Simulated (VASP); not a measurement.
A run of VASP 6.6.1 is set up as follows.

Contents of INCAR:

```
ALGO = Fast
EDIFF = 1E-6
ENCUT = 520
GGA = PE
ISIF = 2
ISMEAR = 0
LASPH = True
LCHARG = False
LREAL = False
LWAVE = False
NBANDS = 16
NELM = 100
PREC = Accurate
SIGMA = 0.15
```

Contents of KPOINTS:

```
k-points
0
Gamma
  18 18 10
```

Contents of POSCAR:

```
Ir
1.0
    2.7203000000      0.0000000000      0.0000000000
   -1.3601500000      2.3558489059      0.0000000000
    0.0000000000      0.0000000000      4.3342000000
Ir
2
Direct
    0.6666666667      0.3333333333      0.7500000000
    0.3333333333      0.6666666667      0.2500000000
```

Potentials or basis: VASP PAW PBE potentials, release 64 (Ir).

Command:

```console
$ cat potpaw_PBE.64/Ir/POTCAR > POTCAR
$ mpirun -np 1 vasp_std > vasp.out
```

(1) Estimate the band gap on the k mesh.

(2) Predict the pressure.

Results:

(1) zero (band 9 reaches 11.96 eV, above the bottom of band 10 at 8.43 eV).

(2) 19.5 GPa.

Caveat: spin-orbit coupling is left out, which moves the levels of the heavy elements.
